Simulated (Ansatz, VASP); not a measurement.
# Ru in VASP and in Ansatz

POSCAR

```
Ru
1.0
   -1.5050725061      1.5050725061      1.5050725061
    1.5050725061     -1.5050725061      1.5050725061
    1.5050725061      1.5050725061     -1.5050725061
Ru
1
Direct
    0.0000000000      0.0000000000      0.0000000000
```

INCAR.step1

```
SYSTEM = Ru
  PREC = Accurate
  ENCUT = 660
  ISMEAR = 0
  SIGMA = 0.05
  LREAL = .FALSE.
  LASPH = .TRUE.
  NELM = 120
  NBANDS = 14
  GGA = PE
  ALGO = Normal
  EDIFF = 1E-5
  LWAVE = .TRUE.
  LCHARG = .FALSE.
  GGA_COMPAT = .FALSE.
```

Contents of INCAR.step2:

```
SYSTEM = Ru
  PREC = Accurate
  ENCUT = 660
  EDIFF = 1E-6
  ISMEAR = 0
  SIGMA = 0.05
  LREAL = .FALSE.
  LASPH = .TRUE.
  NELM = 120
  ALGO = Normal
  ISIF = 2
  LWAVE = .FALSE.
  LCHARG = .FALSE.
  METAGGA = R2SCAN
  LMIXTAU = .TRUE.
  NBANDS = 14
  ISTART = 1
  GGA_COMPAT = .FALSE.
```

The input KPOINTS:

```
Automatic mesh
0
G
  20 20 20
  0 0 0
```

Input for Ansatz:

```yaml
crystal:
  lattice:
    - [-1.5050725061, 1.5050725061, 1.5050725061]
    - [1.5050725061, -1.5050725061, 1.5050725061]
    - [1.5050725061, 1.5050725061, -1.5050725061]
  atoms:
    - { symbol: Ru, position: [0.0, 0.0, 0.0] }
basis:
  ecutwfc: 500
  ecutrho_ratio: 4
kpoints:
  mp_grid: { grid: [20, 20, 20] }
hamiltonian:
  xc: r2scan
scf:
  occupations: { method: gaussian, width: 0.05 }
output:
  forces: true
  stress: true
  eigenvalues: true
```

Alike in both runs: task single point; functional r2SCAN; k mesh 20 × 20 × 20; occupations gaussian, width 0.05 eV; no spin polarisation.

```csv
,VASP,Ansatz
version,VASP 6.6.1,Ansatz 0.2.0
potentials or method,"VASP PAW PBE potentials, release 64 (Ru_sv), cutoff 660 eV","scalar-relativistic, plane waves, PAW"
valence electrons in the cell,16,16
```

```tsv
	VASP	Ansatz	Ansatz less VASP
gap on the k mesh at the Fermi level (eV)	none	none	-
pressure (GPa)	6.9	6.8	-0.12
```

VASP's potentials were made for PBE, not for r2SCAN. A gap of «none» marks a metal or a gap that the smearing closes. With one functional, cell and mesh, what is left measures potentials, basis and numerics.
